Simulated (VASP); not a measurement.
# Ga2O3 (kat) (R-3c) in VASP: single point with LDA

Aim: the single point of Ga2O3 (kat) with LDA.

Program: VASP 6.6.1. These are calculated values, not measurements. Logs are shortened: lines on timing, memory, paths and dates and some standing lists are left out, and cuts for length are marked.

## 1. The cell of the first run

The structure is trigonal, space group R-3c (No. 167). Conventional cell: a = 4.985 Å, b = 4.985 Å, c = 13.441 Å, α = 90.00°, β = 90.00°, γ = 120.00°. Within 2.6 Å of Ga (site symmetry 3) lie 6 O at 1.93 to 2.07 Å. O (site symmetry 2) has 4 Ga at 1.93 to 2.07 Å within 2.6 Å.

## 2. Single point, LDA (strained cell)

Contents of INCAR:

```
PREC = Accurate ; ENCUT = 520
EDIFF = 1E-6 ; ISMEAR = 0
SIGMA = 0.02 ; LREAL = F
LASPH = T ; NELM = 100
ALGO = Normal ; ISIF = 2
LWAVE = F ; LCHARG = F
NBANDS = 55
```

Contents of KPOINTS:

```
Automatic mesh
0
Gamma
  6 6 6
```

Contents of POSCAR:

```
Ga2O3
1.0
    2.4923292953      1.4389469896      4.4802196096
   -2.4923292953      1.4389469896      4.4802196096
    0.0000000000     -2.8778939791      4.4802196096
Ga O
4 6
Direct
    0.8556195641      0.8556195641      0.8556195641
    0.6443804359      0.6443804359      0.6443804359
    0.1443804359      0.1443804359      0.1443804359
    0.3556195641      0.3556195641      0.3556195641
    0.0527693602      0.4472306398      0.7500000000
    0.7500000000      0.0527693602      0.4472306398
    0.4472306398      0.7500000000      0.0527693602
    0.9472306398      0.5527693602      0.2500000000
    0.2500000000      0.9472306398      0.5527693602
    0.5527693602      0.2500000000      0.9472306398
```

Potentials or basis: VASP PAW LDA potentials, release 64 (Ga_d, O).

On the command line:

```
> cat potpaw_LDA.64/Ga_d/POTCAR potpaw_LDA.64/O/POTCAR > POTCAR
> mpirun -np 1 vasp_std > vasp.out
```

OUTCAR:

```text
PREC = Accurate
   ENCUT = 520
   EDIFF = 1E-6
   ISMEAR = 0
   LREAL = F
   LASPH = T
   NELM = 100
   ISIF = 2

 ion  position               nearest neighbor table
   1  0.856  0.856  0.856-  10 1.93   8 1.93   9 1.93   5 2.07   6 2.07   7 2.07   2 2.84
   2  0.644  0.644  0.644-   9 1.93   8 1.93  10 1.93   5 2.07   7 2.07   6 2.07   1 2.84
   3  0.144  0.144  0.144-   7 1.93   5 1.93   6 1.93   8 2.07   9 2.07  10 2.07   4 2.84
   4  0.356  0.356  0.356-   6 1.93   5 1.93   7 1.93   8 2.07  10 2.07   9 2.07   3 2.84
   5  0.053  0.447  0.750-   3 1.93   4 1.93   1 2.07   2 2.07
   6  0.750  0.053  0.447-   4 1.93   3 1.93   1 2.07   2 2.07
   7  0.447  0.750  0.053-   3 1.93   4 1.93   2 2.07   1 2.07
   8  0.947  0.553  0.250-   1 1.93   2 1.93   3 2.07   4 2.07
   9  0.250  0.947  0.553-   2 1.93   1 1.93   3 2.07   4 2.07
  10  0.553  0.250  0.947-   1 1.93   2 1.93   4 2.07   3 2.07

  LATTYP: Found a trigonal (rhomboedric) cell.
 ALAT       =     5.3249076523
 COS(alpha) =     0.5618561910

  Lattice vectors:

 A1 = (   2.4923292953,   1.4389469896,   4.4802196096)
 A2 = (  -2.4923292953,   1.4389469896,   4.4802196096)
 A3 = (   0.0000000000,  -2.8778939791,   4.4802196096)

Analysis of symmetry for initial positions (statically):
=====================================================================
 Subroutine PRICEL returns:
 Original cell was already a primitive cell.

 Routine SETGRP: Setting up the symmetry group for a
 trigonal (rhombohedral) supercell.

 Subroutine GETGRP returns: Found 12 space group operations
 (whereof  6 operations were pure point group operations)
 out of a pool of 12 trial point group operations.

The static configuration has the point symmetry S_6 .
 The point group associated with its full space group is D_3d.

Analysis of symmetry for dynamics (positions and initial velocities):
=====================================================================
 Subroutine PRICEL returns:
 Original cell was already a primitive cell.

 Routine SETGRP: Setting up the symmetry group for a
 trigonal (rhombohedral) supercell.

 Subroutine GETGRP returns: Found 12 space group operations
 (whereof  6 operations were pure point group operations)
 out of a pool of 12 trial point group operations.

The dynamic configuration has the point symmetry S_6 .
 The point group associated with its full space group is D_3d.

 Subroutine INISYM returns: Found 12 space group operations
 (whereof  6 operations are pure point group operations),
 and found     1 'primitive' translations

----------------------------------------------------------------------------------------

                                     Primitive cell

  volume of cell :      96.4053

  direct lattice vectors                    reciprocal lattice vectors
     2.492329295  1.438946990  4.480219610     0.200615545  0.115825439  0.074401115
    -2.492329295  1.438946990  4.480219610    -0.200615545  0.115825439  0.074401115
     0.000000000 -2.877893979  4.480219610     0.000000000 -0.231650878  0.074401115

  length of vectors
     5.324907652  5.324907652  5.324907652     0.243305682  0.243305682  0.243305682

  position of ions in fractional coordinates (direct lattice)
     0.855619564  0.855619564  0.855619564
     0.644380436  0.644380436  0.644380436
     0.144380436  0.144380436  0.144380436
     0.355619564  0.355619564  0.355619564
     0.052769360  0.447230640  0.750000000
     0.750000000  0.052769360  0.447230640
     0.447230640  0.750000000  0.052769360
     0.947230640  0.552769360  0.250000000
     0.250000000  0.947230640  0.552769360
     0.552769360  0.250000000  0.947230640

  ion indices of the primitive-cell ions
   primitive index   ion index
                 1           1
                 2           2
                 3           3
                 4           4
                 5           5
                 6           6
                 7           7
                 8           8
                 9           9
                10          10

----------------------------------------------------------------------------------------

 KPOINTS: Automatic mesh

Automatic generation of k-mesh.
 Grid dimensions read from file:
 generate k-points for:    6    6    6

 Generating k-lattice:

  Cartesian coordinates                     Fractional coordinates (reciprocal lattice)
     0.033435924  0.019304240  0.012400186     0.166666667 -0.000000000  0.000000000
    -0.033435924  0.019304240  0.012400186    -0.000000000  0.166666667  0.000000000
     0.000000000 -0.038608480  0.012400186     0.000000000  0.000000000  0.166666667

  Length of vectors
     0.040550947  0.040550947  0.040550947

  Shift w.r.t. Gamma in fractional coordinates (k-lattice)
     0.000000000  0.000000000  0.000000000

 Subroutine IBZKPT returns following result:
 ===========================================

 Found     32 irreducible k-points:

 Following reciprocal coordinates:
            Coordinates               Weight
  0.000000  0.000000  0.000000      1.000000
  0.166667  0.000000  0.000000      6.000000
  0.333333  0.000000  0.000000      6.000000
  0.500000  0.000000  0.000000      3.000000
  0.166667  0.166667  0.000000      6.000000
  0.333333  0.166667  0.000000     12.000000
[... 16 lines left out ...]
  0.500000  0.500000  0.166667      6.000000
 -0.333333  0.500000  0.166667     12.000000
 [... further k-points ...]
   k-points           NKPTS =     32   k-points in BZ     NKDIM =     32   number of bands    NBANDS=     55
   number of dos      NEDOS =    301   number of ions     NIONS =     10
   total plane-waves  NPLWV =  64000
   dimension x,y,z NGX =    40 NGY =   40 NGZ =   40
   dimension x,y,z NGXF=    80 NGYF=   80 NGZF=   80
   ions per type =               4   6
   NGX,Y,Z   is equivalent  to a cutoff of  12.49, 12.49, 12.49 a.u.
   NGXF,Y,Z  is equivalent  to a cutoff of  24.98, 24.98, 24.98 a.u.
 SYSTEM =  unknown system
   PREC   = accura    normal or accurate (medium, high low for compatibility)
   ISTART =      0    job   : 0-new  1-cont  2-samecut
   ICHARG =      2    charge: 1-file 2-atom 10-const
   ISPIN  =      1    spin polarized calculation?
   LNONCOLLINEAR =      F non collinear calculations
   LSORBIT =      F    spin-orbit coupling
   LASPH  =      T    aspherical Exc in radial PAW
   ENCUT  =  520.0 eV  38.22 Ry    6.18 a.u.   9.90  9.90  9.90*2*pi/ulx,y,z
   NELM   =    100;   NELMIN=  2; NELMDL= -5     # of ELM steps
   EDIFF  = 0.1E-05   stopping-criterion for ELM
   LREAL  =      F    real-space projection
   EDIFFG = 0.1E-04   stopping-criterion for IOM
   NSW    =      0    number of steps for IOM
   IBRION =     -1    ionic relax: 0-MD 1-quasi-New 2-CG
   NFREE  =      0    steps in history (QN), initial steepest desc. (CG)
   ISIF   =      2    stress and relaxation
   ISYM   =      2    0-nonsym 1-usesym 2-fastsym
   POTIM  = 0.5000    time-step for ionic-motion
   TEBEG  =    0.0;   TEEND  =   0.0 temperature during run
   PSTRESS=    0.0 pullay stress
   NELECT =      88.0000    total number of electrons
   NUPDOWN=      -1.0000    fix difference up-down
   EMIN   =  10.00;   EMAX   =-10.00  energy-range for DOS
   EFERMI =   0.00;   METHOD = LEGACY
   ISMEAR =     0;   SIGMA  =   0.02  broadening in eV -4-tet -1-fermi 0-gaus
   EFERMI_NEDOS =   21; number of points for ismear=-14 and -15
   IALGO  =     38    algorithm
   IMIX   =      4    mixing-type and parameters
     AMIX     =   0.40;   BMIX     =  1.00
     AMIX_MAG =   1.60;   BMIX_MAG =  1.00
  volume/ion in A,a.u.               =       9.64        65.06
  Fermi-wavevector in a.u.,A,eV,Ry     =   1.588067  3.001011 34.313302  2.521957
  Thomas-Fermi vector in A             =   2.687128
   LORBIT       =      0    0 simple, 1 ext, 2 COOP (PROOUT), +10 PAW based schemes
   GGA     = CA    functional components
   LHFCALC =     F    Hartree Fock is set to
   AEXX    =    0.0000 exact exchange contribution
   IVDW    =     0    specifies the selected vdW correction
   LEPSILON=     F    determine dielectric tensor
   LRPA    =     F    only Hartree local field effects (RPA)
 non-spin polarized calculation
 Gauss-broadening in eV      SIGMA  =   0.02
  energy-cutoff  :      520.00
  volume of cell :       96.41
 maximum number of plane-waves:      2610
   NGX = 19   NGY = 19   NGZ = 19

 number of electron      87.9999973 magnetization

 Free energy of the ion-electron system (eV)
  ---------------------------------------------------
  ext. energy  EPLUGINS =         0.00000000
  ---------------------------------------------------
  free energy    TOTEN  =       -68.25634891 eV

  energy without entropy =      -68.25634891  energy(sigma->0) =      -68.25634891

 E-fermi :   4.4183     XC(G=0): -12.7593

 val. band max:        4.2792750213   @ k =  -0.1667   0.1667   0.0000
 cond. band min:       7.0773405062   @ k =   0.0000   0.0000   0.0000
 fundamental gap:      2.7980654849
 Fermi energy:         4.4182903104

 k-point     1 :       0.0000    0.0000    0.0000
  band No.  band energies     occupation
      1     -14.5403      2.00000
      2     -12.4577      2.00000
      3     -12.4577      2.00000
      4     -12.4107      2.00000
      5     -12.3836      2.00000
      6     -12.3836      2.00000
[... 47 lines left out ...]
     54      15.2101      0.00000
     55      16.4320      0.00000

 k-point     2 :       0.1667    0.0000    0.0000
  band No.  band energies     occupation
      1     -14.4094      2.00000
      2     -12.5772      2.00000
      3     -12.4676      2.00000
      4     -12.4601      2.00000
      5     -12.4006      2.00000
      6     -12.3774      2.00000
[... 47 lines left out ...]
     54      15.8301      0.00000
     55      16.2443      0.00000

 k-point     3 :       0.3333    0.0000    0.0000
  band No.  band energies     occupation
      1     -14.0417      2.00000
      2     -12.9754      2.00000
      3     -12.4991      2.00000
      4     -12.4794      2.00000
      5     -12.4212      2.00000
      6     -12.3974      2.00000
[... 1152 lines left out ...]
 k-point    23 :       0.5000    0.5000    0.1667
  band No.  band energies     occupation
      1     -13.6639      2.00000
      2     -13.0629      2.00000
      3     -12.7339      2.00000
      4     -12.5637      2.00000
      5     -12.4683      2.00000
      6     -12.4140      2.00000
[... 47 lines left out ...]
     54      16.2747      0.00000
     55      16.3918      0.00000

 k-point    24 :      -0.3333    0.5000    0.1667
  band No.  band energies     occupation
      1     -13.4617      2.00000
      2     -13.1352      2.00000
      3     -12.8057      2.00000
      4     -12.6786      2.00000
      5     -12.4346      2.00000
      6     -12.4018      2.00000
[... 47 lines left out ...]
     54      16.1159      0.00000
     55      16.4420      0.00000

 [... further k-points ...]

------------------------ aborting loop because EDIFF is reached ----------------------------------------

  FORCE on cell =-STRESS in cart. coord.  units (eV):
  Direction    XX          YY          ZZ          XY          YZ          ZX
  --------------------------------------------------------------------------------------
  -------------------------------------------------------------------------------------
  Total       -1.9867605     -1.9867605     -2.3024177      0.0000000     -0.0000000      0.0000000
  in kB      -33.0183476    -33.0183476    -38.2643136      0.0000000     -0.0000000      0.0000000
  external PRESSURE =     -34.7670029 kB  Pullay stress =       0.0000000 kB

 VOLUME and BASIS-vectors are now :
 -----------------------------------------------------------------------------
  energy-cutoff  :      520.00
  volume of cell :       96.41
      direct lattice vectors                 reciprocal lattice vectors
     2.492329295  1.438946990  4.480219610     0.200615545  0.115825439  0.074401115
    -2.492329295  1.438946990  4.480219610    -0.200615545  0.115825439  0.074401115
     0.000000000 -2.877893979  4.480219610     0.000000000 -0.231650878  0.074401115

 POSITION                                       TOTAL-FORCE (eV/Angst)
 -----------------------------------------------------------------------------------
      0.00000      0.00000     11.50009         0.000000     -0.000000     -0.018336
      0.00000      0.00000      8.66090         0.000000      0.000000      0.018336
      0.00000      0.00000      1.94057         0.000000      0.000000      0.018336
      0.00000      0.00000      4.77976         0.000000     -0.000000     -0.018336
     -0.98313     -1.43895      5.60027        -0.023200      0.000000      0.000000
      1.73773     -0.13194      5.60027         0.011600     -0.020092      0.000000
     -0.75460      1.57089      5.60027         0.011600      0.020092      0.000000
      0.98313      1.43895      7.84038         0.023200      0.000000      0.000000
     -1.73773      0.13194      7.84038        -0.011600      0.020092      0.000000
      0.75460     -1.57089      7.84038        -0.011600     -0.020092      0.000000
 -----------------------------------------------------------------------------------
    total drift:                               -0.000000      0.000000     -0.000000

  FREE ENERGIE OF THE ION-ELECTRON SYSTEM (eV)
  ---------------------------------------------------
  free  energy   TOTEN  =       -68.2563489117 eV

  energy  without entropy=      -68.2563489117  energy(sigma->0) =      -68.25634891
```

Wall time 2.2 min (1 thread of Intel Xeon Platinum 8488C (Sapphire Rapids), shared host); peak memory 0.26 GiB.

Results:

- Free energy: -68.2563 eV
- Pressure: -3.5 GPa
- Largest force: 0.023 eV/Å
- Band gap on the k mesh: 2.80 eV, indirect (least direct gap 3.06 eV)

Forces in eV/Å, atoms in the order of the input:
```
Ga   0.000  0.000 -0.018
Ga   0.000  0.000  0.018
Ga   0.000  0.000  0.018
Ga   0.000  0.000 -0.018
O   -0.023  0.000  0.000
O    0.012 -0.020  0.000
O    0.012  0.020  0.000
O    0.023  0.000  0.000
O   -0.012  0.020  0.000
O   -0.012 -0.020  0.000
```

Levels at points of the mesh, in eV from the valence-band top:
```csv
k point,band 41,band 42,band 43,band 44,band 45,band 46,band 47,band 48
"(0.00, 0.00, 0.00)",-0.31,-0.31,-0.26,-0.26,2.80,6.51,6.66,8.73
"(0.50, 0.00, 0.00)",-1.01,-1.01,-0.16,-0.16,6.31,6.31,6.61,6.61
"(0.50, 0.50, 0.00)",-0.87,-0.72,-0.26,-0.15,6.47,6.64,7.43,7.60
"(0.50, 0.50, 0.50)",-0.30,-0.30,-0.30,-0.30,5.80,5.80,7.68,7.68
```

Caveat: the cell differs from its parent crystal (strained cell).
